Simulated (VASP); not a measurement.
Here is a VASP 6.6.1 calculation.

File INCAR:

```
SYSTEM = ZnS
ALGO = Normal ; EDIFF = 1E-6
ENCUT = 520 ; GGA = PS
ISIF = 2 ; ISMEAR = 0
LASPH = .TRUE. ; LCHARG = .FALSE.
LREAL = .FALSE. ; LWAVE = .FALSE.
NBANDS = 26 ; NELM = 60
PREC = Accurate ; SIGMA = 0.01
```

The input KPOINTS:

```
k-points
0
G
  9 9 6
  0 0 0
```

Contents of POSCAR:

```
ZnS
1.0
    3.7822376623      0.0000000000      0.0000000000
   -1.8911188312      3.2755138987      0.0000000000
    0.0000000000      0.0000000000      6.2081819577
Zn S
2 2
Direct
    0.3333333333      0.6666666667     -0.0278842931
    0.6666666667      0.3333333333      0.4721157069
    0.3333333333      0.6666666667      0.4028842931
    0.6666666667      0.3333333333      0.9028842931
```

Potentials or basis: VASP PAW PBE potentials, release 64 (Zn, S).

Launch:

```sh
$ cat potpaw_PBE.64/Zn/POTCAR potpaw_PBE.64/S/POTCAR > POTCAR
$ mpirun -np 1 vasp_std > vasp.out
```

(1) What does it give for the pressure?

(2) What does it give for the largest force?

(3) What does it give for the band gap on the k mesh?

Answers

(1) 3.2 GPa.

(2) 0.853 eV/Å.

(3) 2.37 eV, direct.

Caveat: the PAW data sets were made with another functional, which shifts forces and pressure a little.
